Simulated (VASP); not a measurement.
# Nb (Fm-3m) in VASP: further runs

Nb is run at these levels: PBEsol; tasks: single point, relaxation of cell and atoms.

Program: VASP 6.6.1. These are calculated values, not measurements. Logs are shortened: lines on timing, memory, paths and dates and some standing lists are left out, and cuts for length are marked.

## (1) The cell of the first run

It takes space group Fm-3m (No. 225, cubic). The conventional cell has a = 3.894 Å, b = 3.894 Å, c = 3.894 Å, α = 90.00°, β = 90.00°, γ = 90.00°. Nb (site symmetry m-3m) has 12 Nb at 2.75 Å within 3.6 Å.

## (2) Single point, PBEsol

Input file INCAR:

```
PREC = Accurate
ENCUT = 520
EDIFF = 1E-6
ISMEAR = -1
SIGMA = 0.05
LREAL = F
LASPH = T
NELM = 60
ALGO = Normal
ISIF = 2
LWAVE = F
LCHARG = F
GGA = PS
NBANDS = 12
```

Input file KPOINTS:

```
Automatic mesh
0
Gamma
  17 17 17
```

Input file POSCAR:

```
Nb
1.0
    0.0000000000      1.9469039602      1.9469039602
    1.9469039602      0.0000000000      1.9469039602
    1.9469039602      1.9469039602      0.0000000000
Nb
1
Direct
    0.0000000000      0.0000000000      0.0000000000
```

Potentials or basis: VASP PAW PBE potentials, release 64 (Nb_sv).

Launch:

```
> cat potpaw_PBE.64/Nb_sv/POTCAR > POTCAR
> mpirun -np 1 vasp_std > vasp.out
```

OUTCAR:

```text
PREC = Accurate
   ENCUT = 520
   EDIFF = 1E-6
   ISMEAR = -1
   LREAL = F
   LASPH = T
   NELM = 60
   ISIF = 2
   GGA = PS

 ion  position               nearest neighbor table
   1  0.000  0.000  0.000-

  LATTYP: Found a face centered cubic cell.
 ALAT       =     3.8938079204

  Lattice vectors:

 A1 = (   0.0000000000,   1.9469039602,   1.9469039602)
 A2 = (   1.9469039602,   0.0000000000,   1.9469039602)
 A3 = (   1.9469039602,   1.9469039602,   0.0000000000)

Analysis of symmetry for initial positions (statically):
=====================================================================
 Subroutine PRICEL returns:
 Original cell was already a primitive cell.

 Routine SETGRP: Setting up the symmetry group for a
 face centered cubic supercell.

 Subroutine GETGRP returns: Found 48 space group operations
 (whereof 48 operations were pure point group operations)
 out of a pool of 48 trial point group operations.

The static configuration has the point symmetry O_h .

Analysis of symmetry for dynamics (positions and initial velocities):
=====================================================================
 Subroutine PRICEL returns:
 Original cell was already a primitive cell.

 Routine SETGRP: Setting up the symmetry group for a
 face centered cubic supercell.

 Subroutine GETGRP returns: Found 48 space group operations
 (whereof 48 operations were pure point group operations)
 out of a pool of 48 trial point group operations.

The dynamic configuration has the point symmetry O_h .

 Subroutine INISYM returns: Found 48 space group operations
 (whereof 48 operations are pure point group operations),
 and found     1 'primitive' translations

----------------------------------------------------------------------------------------

                                     Primitive cell

  volume of cell :      14.7592

  direct lattice vectors                    reciprocal lattice vectors
     0.000000000  1.946903960  1.946903960    -0.256818010  0.256818010  0.256818010
     1.946903960  0.000000000  1.946903960     0.256818010 -0.256818010  0.256818010
     1.946903960  1.946903960  0.000000000     0.256818010  0.256818010 -0.256818010

  length of vectors
     2.753337985  2.753337985  2.753337985     0.444821841  0.444821841  0.444821841

  position of ions in fractional coordinates (direct lattice)
     0.000000000  0.000000000  0.000000000

  ion indices of the primitive-cell ions
   primitive index   ion index
                 1           1

----------------------------------------------------------------------------------------

 KPOINTS: Automatic mesh

Automatic generation of k-mesh.
 Grid dimensions read from file:
 generate k-points for:   17   17   17

 Generating k-lattice:

  Cartesian coordinates                     Fractional coordinates (reciprocal lattice)
    -0.015106942  0.015106942  0.015106942     0.058823529  0.000000000  0.000000000
     0.015106942 -0.015106942  0.015106942     0.000000000  0.058823529  0.000000000
     0.015106942  0.015106942 -0.015106942     0.000000000  0.000000000  0.058823529

  Length of vectors
     0.026165991  0.026165991  0.026165991

  Shift w.r.t. Gamma in fractional coordinates (k-lattice)
     0.000000000  0.000000000  0.000000000

 Subroutine IBZKPT returns following result:
 ===========================================

 Found    165 irreducible k-points:

 Following reciprocal coordinates:
            Coordinates               Weight
  0.000000  0.000000  0.000000      1.000000
  0.058824  0.000000  0.000000      8.000000
  0.117647  0.000000  0.000000      8.000000
  0.176471  0.000000  0.000000      8.000000
  0.235294  0.000000  0.000000      8.000000
  0.294118  0.000000  0.000000      8.000000
[... 16 lines left out ...]
 -0.176471  0.058824  0.000000     24.000000
 -0.117647  0.058824  0.000000     24.000000
 [... further k-points ...]
   k-points           NKPTS =    165   k-points in BZ     NKDIM =    165   number of bands    NBANDS=     12
   number of dos      NEDOS =    301   number of ions     NIONS =      1
   total plane-waves  NPLWV =   8000
   dimension x,y,z NGX =    20 NGY =   20 NGZ =   20
   dimension x,y,z NGXF=    40 NGYF=   40 NGZF=   40
   ions per type =               1
   NGX,Y,Z   is equivalent  to a cutoff of  12.08, 12.08, 12.08 a.u.
   NGXF,Y,Z  is equivalent  to a cutoff of  24.15, 24.15, 24.15 a.u.
 SYSTEM =  unknown system
   PREC   = accura    normal or accurate (medium, high low for compatibility)
   ISTART =      0    job   : 0-new  1-cont  2-samecut
   ICHARG =      2    charge: 1-file 2-atom 10-const
   ISPIN  =      1    spin polarized calculation?
   LNONCOLLINEAR =      F non collinear calculations
   LSORBIT =      F    spin-orbit coupling
   LASPH  =      T    aspherical Exc in radial PAW
   ENCUT  =  520.0 eV  38.22 Ry    6.18 a.u.   5.12  5.12  5.12*2*pi/ulx,y,z
   NELM   =     60;   NELMIN=  2; NELMDL= -5     # of ELM steps
   EDIFF  = 0.1E-05   stopping-criterion for ELM
   LREAL  =      F    real-space projection
   EDIFFG = 0.1E-04   stopping-criterion for IOM
   NSW    =      0    number of steps for IOM
   IBRION =     -1    ionic relax: 0-MD 1-quasi-New 2-CG
   NFREE  =      0    steps in history (QN), initial steepest desc. (CG)
   ISIF   =      2    stress and relaxation
   ISYM   =      2    0-nonsym 1-usesym 2-fastsym
   POTIM  = 0.5000    time-step for ionic-motion
   TEBEG  =    0.0;   TEEND  =   0.0 temperature during run
   PSTRESS=    0.0 pullay stress
   NELECT =      13.0000    total number of electrons
   NUPDOWN=      -1.0000    fix difference up-down
   EMIN   =  10.00;   EMAX   =-10.00  energy-range for DOS
   EFERMI =   0.00;   METHOD = LEGACY
   ISMEAR =    -1;   SIGMA  =   0.05  broadening in eV -4-tet -1-fermi 0-gaus
   EFERMI_NEDOS =   21; number of points for ismear=-14 and -15
   IALGO  =     38    algorithm
   IMIX   =      4    mixing-type and parameters
     AMIX     =   0.40;   BMIX     =  1.00
     AMIX_MAG =   1.60;   BMIX_MAG =  1.00
  volume/ion in A,a.u.               =      14.76        99.60
  Fermi-wavevector in a.u.,A,eV,Ry     =   1.569284  2.965516 33.506399  2.462651
  Thomas-Fermi vector in A             =   2.671189
   LORBIT       =      0    0 simple, 1 ext, 2 COOP (PROOUT), +10 PAW based schemes
   GGA     = PS    functional components
   LHFCALC =     F    Hartree Fock is set to
   AEXX    =    0.0000 exact exchange contribution
   IVDW    =     0    specifies the selected vdW correction
   LEPSILON=     F    determine dielectric tensor
   LRPA    =     F    only Hartree local field effects (RPA)
 non-spin polarized calculation
  energy-cutoff  :      520.00
  volume of cell :       14.76
 maximum number of plane-waves:       411
   NGX = 11   NGY = 11   NGZ = 11

 number of electron      13.0000001 magnetization

 Free energy of the ion-electron system (eV)
  ---------------------------------------------------
  ext. energy  EPLUGINS =         0.00000000
  ---------------------------------------------------
  free energy    TOTEN  =       -10.15094582 eV

  energy without entropy =      -10.13988256  energy(sigma->0) =      -10.14541419

 E-fermi :  14.5616     XC(G=0): -13.6969

 val. band max:       14.5556444488   @ k =  -0.0588   0.0588   0.0000
 cond. band min:      14.5827789124   @ k =  -0.4118   0.2941   0.0588
 fundamental gap:      0.0271344636
 Fermi energy:        14.5615594159

 k-point     1 :       0.0000    0.0000    0.0000
  band No.  band energies     occupation
      1     -40.0836      2.00000
      2     -14.8079      2.00000
      3     -14.8079      2.00000
      4     -14.8079      2.00000
      5       7.8689      2.00000
      6      14.3667      1.96024
      7      14.3667      1.96024
      8      14.3667      1.96024
      9      17.9709      0.00000
     10      17.9709      0.00000
     11      26.4839      0.00000
     12      32.3714      0.00000

 k-point     2 :       0.0588    0.0000    0.0000
  band No.  band energies     occupation
      1     -40.0673      2.00000
      2     -14.9018      2.00000
      3     -14.8187      2.00000
      4     -14.8187      2.00000
      5       8.0432      2.00000
      6      14.2249      1.99762
      7      14.4478      1.81357
      8      14.4478      1.81357
      9      17.8826      0.00000
     10      17.8826      0.00000
     11      26.8447      0.00000
     12      31.7466      0.00000

 k-point     3 :       0.1176    0.0000    0.0000
  band No.  band energies     occupation
      1     -40.0205      2.00000
      2     -15.1659      2.00000
      3     -14.8495      2.00000
      4     -14.8495      2.00000
      5       8.5265      2.00000
      6      13.8883      2.00000
      7      14.6547      0.26852
      8      14.6547      0.26852
      9      17.6894      0.00000
     10      17.6894      0.00000
     11      27.7781      0.00000
     12      30.6010      0.00000
[... 286 lines left out ...]
 k-point    23 :      -0.1765    0.0588    0.0000
  band No.  band energies     occupation
      1     -39.9084      2.00000
      2     -15.7203      2.00000
      3     -15.0016      2.00000
      4     -14.8866      2.00000
      5       9.5454      2.00000
      6      13.3683      2.00000
      7      14.9237      0.00143
      8      14.9998      0.00031
      9      17.0622      0.00000
     10      18.1979      0.00000
     11      28.5185      0.00000
     12      30.6883      0.00000

 k-point    24 :      -0.1176    0.0588    0.0000
  band No.  band energies     occupation
      1     -39.9857      2.00000
      2     -15.3222      2.00000
      3     -14.9350      2.00000
      4     -14.8444      2.00000
      5       8.8773      2.00000
      6      13.6180      2.00000
      7      14.7951      0.01855
      8      14.8444      0.00696
      9      17.2063      0.00000
     10      17.9771      0.00000
     11      28.4284      0.00000
     12      30.3142      0.00000

 [... further k-points ...]
[... 5 lines left out ...]
  --------------------------------------------------------------------------------------
  -------------------------------------------------------------------------------------
  Total        4.6726578      4.6726578      4.6726578     -0.0000000      0.0000000     -0.0000000
  in kB      507.2370646    507.2370646    507.2370646     -0.0000000      0.0000000     -0.0000000
  external PRESSURE =     507.2370646 kB  Pullay stress =       0.0000000 kB

 VOLUME and BASIS-vectors are now :
 -----------------------------------------------------------------------------
  energy-cutoff  :      520.00
  volume of cell :       14.76
      direct lattice vectors                 reciprocal lattice vectors
     0.000000000  1.946903960  1.946903960    -0.256818010  0.256818010  0.256818010
     1.946903960  0.000000000  1.946903960     0.256818010 -0.256818010  0.256818010
     1.946903960  1.946903960  0.000000000     0.256818010  0.256818010 -0.256818010

 POSITION                                       TOTAL-FORCE (eV/Angst)
 -----------------------------------------------------------------------------------
      0.00000      0.00000      0.00000         0.000000      0.000000      0.000000
 -----------------------------------------------------------------------------------
    total drift:                                0.000000     -0.000000      0.000000

  FREE ENERGIE OF THE ION-ELECTRON SYSTEM (eV)
  ---------------------------------------------------
  free  energy   TOTEN  =       -10.1509458245 eV

  energy  without entropy=      -10.1398825581  energy(sigma->0) =      -10.14541419
```

Wall time 19 s (1 thread of Intel Xeon Platinum 8488C (Sapphire Rapids), shared host); peak memory 0.14 GiB.

Results:

- Free energy: -10.1509 eV
- Pressure: 50.7 GPa

Caveat: the PAW data sets were made with another functional, which shifts forces and pressure a little.

## (3) Single point, PBEsol

Input file INCAR:

```
SYSTEM = Nb
PREC = Accurate ; ENCUT = 520
EDIFF = 1E-7 ; ISMEAR = -1
SIGMA = 0.05 ; LREAL = .False.
LASPH = .True. ; NELM = 60
ALGO = Normal ; ISIF = 2
LWAVE = .False. ; LCHARG = .False.
GGA = PS ; NBANDS = 12
```

Input file KPOINTS:

```
regular mesh
0
Gamma
  17 17 17
  0 0 0
```

POSCAR is that of step 2.

Potentials or basis: VASP PAW PBE potentials, release 64 (Nb_sv).

Launch:

```
> cat potpaw_PBE.64/Nb_sv/POTCAR > POTCAR
> mpirun -np 1 vasp_std > vasp.out
```

It took 23 s on 1 thread of Intel Xeon Platinum 8488C (Sapphire Rapids), shared host; peak memory 0.14 GiB.

The run converged. Its results:

```yaml
Free_energy: -10.1509 eV
Pressure: 50.7 GPa
```

Levels at points of the mesh, in eV from the Fermi level:
```tsv
k point	band 2	band 3	band 4	band 5	band 6	band 7	band 8	band 9	band 10	band 11
(0.00, 0.00, 0.00)	-29.37	-29.37	-29.37	-6.69	-0.19	-0.19	-0.19	3.41	3.41	11.92
```

Caveat: the PAW data sets were made with another functional, which shifts forces and pressure a little.

## (4) Relaxation of cell and atoms, PBEsol, target pressure 51 GPa, at which the enthalpy is minimised

Input file INCAR:

```
PREC = Accurate
ENCUT = 600
EDIFF = 1E-6
ISMEAR = -1
SIGMA = 0.05
LREAL = False
LASPH = True
NELM = 80
ALGO = Normal
ISIF = 3
LWAVE = False
LCHARG = False
GGA = PS
IBRION = 2
NSW = 60
EDIFFG = -0.005
PSTRESS = 510.0
```

Input file KPOINTS:

```
Automatic mesh
0
Gamma
  17 17 17
```

Input file POSCAR:

```
Nb
1.0
    0.0000000000      1.9470666113      1.9470666113
    1.9470666113      0.0000000000      1.9470666113
    1.9470666113      1.9470666113      0.0000000000
Nb
1
Direct
    0.0000000000      0.0000000000      0.0000000000
```

Launch:

```
> cat potpaw_PBE.64/Nb_sv/POTCAR > POTCAR
> mpirun -np 1 vasp_std > vasp.out
```

It took 52 s on 1 thread of Intel Xeon Platinum 8488C (Sapphire Rapids), shared host; peak memory 0.17 GiB.

It converged, with:

```yaml
Free_energy: -10.1486 eV
Relaxed_volume: 14.75 Å³/atom
Relaxed_cell: a = 2.753 Å, b = 2.753 Å, c = 2.753 Å, α = 60.00°, β = 60.00°, γ = 60.00°
Space_group_after_relaxing_to_0.05_Å: Fm-3m (No. 225)
Energy_change_on_relaxing_the_enthalpy_is_what_falls: +4.0 meV/atom
Ionic_steps: 3
Pressure_after_relaxing: 51.0 GPa
```

Step by step:
| step | energy change (eV) | largest force (eV/Å) | pressure (GPa) | volume (Å³) |
| --- | --- | --- | --- | --- |
| 1 | 0.0000 | 0.0000 | 50.77 | 14.76 |
| 2 | 0.0147 | 0.0000 | 51.72 | 14.72 |
| 3 | 0.0040 | 0.0000 | 51.00 | 14.75 |

Final structure:
```cif
data_structure
_symmetry_space_group_name_H-M 'P 1'
_symmetry_Int_Tables_number 1
_cell_length_a 2.7528
_cell_length_b 2.7528
_cell_length_c 2.7528
_cell_angle_alpha 60.000
_cell_angle_beta 60.000
_cell_angle_gamma 60.000
_cell_volume 14.75
loop_
_atom_site_label
_atom_site_type_symbol
_atom_site_fract_x
_atom_site_fract_y
_atom_site_fract_z
_atom_site_occupancy
Nb1 Nb 0.00000 0.00000 0.00000 1
```

Levels at points of the mesh, in eV from the Fermi level:
| k point | band 2 | band 3 | band 4 | band 5 | band 6 | band 7 | band 8 | band 9 | band 10 |
| --- | --- | --- | --- | --- | --- | --- | --- | --- | --- |
| (0.00, 0.00, 0.00) | -29.37 | -29.37 | -29.37 | -6.69 | -0.20 | -0.20 | -0.20 | 3.41 | 3.41 |

Caveat: the cell is relaxed towards a set pressure, so the enthalpy falls and the energy may rise; the PAW data sets were made with another functional, which shifts forces and pressure a little.

[end of part 1 of 2]
